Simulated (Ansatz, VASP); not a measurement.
## One calculation of BN, two programs

```xyz
4
Lattice="2.5061 0.0000 0.0000 -1.2531 2.1704 0.0000 0.0000 0.0000 6.5974" Properties=species:S:1:pos:R:3 pbc="T T T"
B     0.0000    0.2880    3.2027
B     0.0000    1.4469    0.0000
N     0.0000    0.0000    0.0000
N     1.2531    0.7235    3.2987
```

Alike in both runs: task single point; functional PBE; dispersion D3(BJ); k mesh 12 × 12 × 4; occupations gaussian, width 0.05 eV; no spin polarisation.

|  | VASP | Ansatz |
| --- | --- | --- |
| version | VASP 6.6.1 | Ansatz 0.2.0 |
| potentials or method | VASP PAW PBE potentials, release 64 (B, N), cutoff 520 eV | scalar-relativistic, plane waves, PAW |
| valence electrons in the cell | 16 | 16 |

VASP gave:

```
gap on the k mesh at the Fermi level (eV)                     : 2.12
least direct gap on the mesh (eV)                             : 3.38
pressure (GPa)                                                : 10.5
traceless stress, the component that is largest in VASP (GPa) : 17.43
rms of the force components (eV/Å)                            : 2.565
```

Estimate Ansatz's values.

gap on the k mesh at the Fermi level (eV): 2.13; least direct gap on the mesh (eV): 3.39; pressure (GPa): 10.6; traceless stress, the component that is largest in VASP (GPa): 17.45; rms of the force components (eV/Å): 2.576.

Atom by atom the forces differ by 0.012 eV/Å (rms over components).
